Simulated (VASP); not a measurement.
Wanted: the native input for a VASP 6.6.1 run.

```
Task                   : single point
Functional             : LDA
Potentials or basis    : VASP PAW LDA potentials, release 64 (V_sv)
Cutoff                 : 520 eV
k mesh                 : 15 × 15 × 15
Occupations            : methfessel-paxton, width 0.3 eV
Spin                   : no spin polarisation
Dipole correction      : no
Further INCAR settings : ALGO = Normal; EDIFF = 1e-06; NBANDS = 12
```

The structure of V lies in POSCAR:

```
V
1.0
   -1.4636513664      1.4636513664      1.4636513664
    1.4636513664     -1.4636513664      1.4636513664
    1.4636513664      1.4636513664     -1.4636513664
V
1
Direct
    0.0000000000      0.0000000000      0.0000000000
```

The input as run:

INCAR

```
SYSTEM = V
PREC = Accurate ; ENCUT = 520
EDIFF = 1E-6 ; ISMEAR = 1
SIGMA = 0.3 ; LREAL = .FALSE.
LASPH = .TRUE. ; NELM = 100
ALGO = Normal ; ISIF = 2
LWAVE = .FALSE. ; LCHARG = .TRUE.
GGA = CA ; LELF = .TRUE.
LVHAR = .TRUE. ; NBANDS = 12
```

KPOINTS

```
Automatic mesh
0
G
  15 15 15
  0 0 0
```

Potentials or basis: VASP PAW LDA potentials, release 64 (V_sv).

Command:

```sh
$ cat potpaw_LDA.64/V_sv/POTCAR > POTCAR
$ mpirun -np 1 vasp_std > vasp.out
```

Results of the run:

The pressure is 0.1 GPa.

Wall time 22 s on 1 thread of Intel Xeon 8259CL, on a shared host, peak memory 0.13 GiB.
